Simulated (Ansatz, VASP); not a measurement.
**Two plane-wave programs on LiNbO3**

INCAR

```
PREC = Accurate
ENCUT = 520
EDIFF = 1E-7
ISMEAR = 0
SIGMA = 0.05
LREAL = F
LASPH = T
NELM = 100
ALGO = Normal
ISIF = 2
LWAVE = F
LCHARG = F
GGA = PE
NBANDS = 45
```

Contents of KPOINTS:

```
regular mesh
0
Gamma
  6 6 6
```

Contents of POSCAR:

```
LiNbO3
1.0
    2.5946405072      1.4980163953      4.5238422123
   -2.5946405072      1.4980163953      4.5238422123
    0.0000000000     -2.9960327905      4.5238422123
Li Nb O
2 2 6
Direct
    0.2815913687      0.2815913687      0.2815913687
    0.7815913687      0.7815913687      0.7815913687
    0.0004900497      0.0004900497      0.0004900497
    0.5004900497      0.5004900497      0.5004900497
    0.1104619503      0.3580262714      0.7211003599
    0.7211003599      0.1104619503      0.3580262714
    0.3580262714      0.7211003599      0.1104619503
    0.2211003599      0.8580262714      0.6104619503
    0.8580262714      0.6104619503      0.2211003599
    0.6104619503      0.2211003599      0.8580262714
```

Input for Ansatz:

```yaml
crystal:
  lattice:
    - [2.5946405072, 1.4980163953, 4.5238422123]
    - [-2.5946405072, 1.4980163953, 4.5238422123]
    - [0.0, -2.9960327905, 4.5238422123]
  atoms:
    - { symbol: Li, position: [0.2815913687, 0.2815913687, 0.2815913687] }
    - { symbol: Li, position: [0.7815913687, 0.7815913687, 0.7815913687] }
    - { symbol: Nb, position: [0.0004900497, 0.0004900497, 0.0004900497] }
    - { symbol: Nb, position: [0.5004900497, 0.5004900497, 0.5004900497] }
    - { symbol: O, position: [0.1104619503, 0.3580262714, 0.7211003599] }
    - { symbol: O, position: [0.7211003599, 0.1104619503, 0.3580262714] }
    - { symbol: O, position: [0.3580262714, 0.7211003599, 0.1104619503] }
    - { symbol: O, position: [0.2211003599, 0.8580262714, 0.6104619503] }
    - { symbol: O, position: [0.8580262714, 0.6104619503, 0.2211003599] }
    - { symbol: O, position: [0.6104619503, 0.2211003599, 0.8580262714] }
basis:
  ecutwfc: 520.0
kpoints:
  mp_grid: { grid: [6, 6, 6] }
hamiltonian:
  xc: pbe
  pseudopotentials: { kind: paw, azcp: { folder: soft_1 } }
scf:
  occupations: { method: gaussian, width: 0.05 }
output:
  forces: true
  stress: true
  eigenvalues: true
  write_density: true
  write_potential: true
  elf: true
  volumetric_format: npy
```

Alike in both runs: task single point; functional PBE; k mesh 6 × 6 × 6; occupations gaussian, width 0.05 eV; no spin polarisation.

```csv
,VASP,Ansatz
version,VASP 6.6.1,Ansatz 0.2.0
potentials or method,"VASP PAW PBE potentials, release 64 (Li_sv, Nb_sv, O), cutoff 520 eV","scalar-relativistic, plane waves, PAW"
valence electrons in the cell,68,68
```

```csv
,VASP,Ansatz,Ansatz less VASP
gap on the k mesh at the Fermi level (eV),3.67,3.69,+0.016
least direct gap on the mesh (eV),3.73,3.74,+0.013
rms of the force components (eV/Å),0.167,0.163,-0.0044
```

Atom by atom the forces differ by 0.013 eV/Å (rms over components).

Noted on VASP's run: the cutoff is short for stress, so the pressure is rough.
